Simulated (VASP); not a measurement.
The system is MgB2.

```
CELL_PARAMETERS angstrom
3.08500 0.00000 0.00000
-1.54250 2.67169 0.00000
0.00000 0.00000 3.52300
ATOMIC_POSITIONS crystal
Mg 0.00000 0.00000 0.00000
B 0.33333 0.66667 0.50000
B 0.66667 0.33333 0.50000
```

Base run:

* Program: VASP 6.6.1
* Functional: LDA
* Potentials or basis: VASP PAW LDA potentials, release 64 (Mg, B)
* Cutoff: 520 eV
* k mesh: 17 × 17 × 13
* Occupations: fermi-dirac, width 0.05 eV
* Spin: no spin polarisation

Its results: band gap on the k mesh zero (bands 4 and 5 overlap by 3.08 eV); pressure -8.2 GPa.

Q: The run is repeated on the same cell with these changes: functional from LDA to r2SCAN; potentials or basis from VASP PAW LDA potentials, release 64 (Mg, B) to VASP PAW PBE potentials, release 64 (Mg, B). What comes out?

A: Band gap on the k mesh zero (bands 4 and 5 overlap by 3.23 eV); pressure -2.7 GPa.

Caveats: the cell stands under tension (at least some runs); the PAW data sets were made with another functional, which shifts forces and pressure a little (at least some runs).
